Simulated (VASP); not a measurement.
Here is a VASP 6.6.1 calculation.

The input INCAR:

```
  ALGO = Normal
  DIPOL = 0.5 0.5 0.482
  EDIFF = 1E-6
  ENCUT = 520
  GGA = PS
  IDIPOL = 3
  ISIF = 2
  ISMEAR = 0
  LASPH = True
  LCHARG = False
  LDIPOL = True
  LREAL = False
  LWAVE = False
  NBANDS = 44
  NELM = 60
  PREC = Accurate
  SIGMA = 0.1
```

File KPOINTS:

```
k-points
0
Gamma
  10 10 1
```

The input POSCAR:

```
Ti4HN4
1.0
    2.9726300482      0.0000000000      0.0000000000
    0.0000000000      2.9726300482      0.0000000000
    0.0000000000      0.0000000000     25.3059005950
Ti N H
4 4 1
Direct
    0.5000000000      0.5000000000      0.3358900414
    0.0000000000      0.0000000000      0.4189523635
    0.5000000000      0.5000000000      0.5030870959
    0.0000000000      0.0000000000      0.5936315318
    0.0000000000      0.0000000000      0.3358900414
    0.5000000000      0.5000000000      0.4189523635
    0.0000000000      0.0000000000      0.5042640171
    0.5000000000      0.5000000000      0.5804170834
    0.0000000000      0.5000000000      0.6459858294
```

Potentials or basis: VASP PAW PBE potentials, release 64 (Ti_sv, N, H).

Command:

```bash
$ cat potpaw_PBE.64/Ti_sv/POTCAR potpaw_PBE.64/N/POTCAR potpaw_PBE.64/H/POTCAR > POTCAR
$ mpirun -np 1 vasp_std > vasp.out
```

Problem. Predict the band gap on the k mesh.

Solution. Zero (an odd number of electrons rules out a gap without spin polarisation).

Problem. Estimate the largest force.

Solution. 2.137 eV/Å.

Forces in eV/Å, atoms in the order of the input:
```
Ti   0.000  0.000  2.137
Ti   0.000  0.000 -0.115
Ti   0.000  0.000 -0.007
Ti   0.000  0.000 -0.006
N    0.000  0.000 -1.195
N    0.000  0.000 -0.871
N    0.000  0.000  0.010
N    0.000  0.000  0.038
H    0.000  0.000  0.008
```

Caveat: the PAW data sets were made with another functional, which shifts forces and pressure a little.
